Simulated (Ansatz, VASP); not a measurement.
# One calculation of CuI, two programs

```
CELL_PARAMETERS angstrom
0.00000 3.01203 3.01203
3.01203 0.00000 3.01203
3.01203 3.01203 0.00000
ATOMIC_POSITIONS crystal
Cu 0.00000 0.00000 0.00000
I 0.25000 0.25000 0.25000
```

Alike in both runs: task single point; functional PBE-based global hybrid with a share of 0.4 of exact exchange; k mesh 4 × 4 × 4; no spin polarisation.

|  | VASP | Ansatz |
| --- | --- | --- |
| version | VASP 6.6.1 | Ansatz 0.2.0 |
| potentials or method | VASP PAW PBE potentials, release 64 (Cu, I) | plane waves |
| plane-wave cutoff (eV) | 520 | 420 |
| occupations | gaussian, width 0.01 eV | fixed |
| valence electrons in the cell | 18 | 36 |

```tsv
	VASP	Ansatz	Ansatz less VASP
gap on the k mesh at the Fermi level (eV)	4.65	4.69	+0.041
pressure (GPa)	1.2	1.7	+0.46
```

VASP's potentials were made for PBE, not for PBE-based global hybrid. VASP's potentials hold 18 valence electrons a cell and Ansatz's 36, so a difference there can come from the potentials and not from the codes. Ansatz's warnings: stress exchange threshold loose, stress scf threshold loose.

The k mesh is coarse, so the values compare programs but aren't converged. Neither program's run includes spin-orbit coupling.
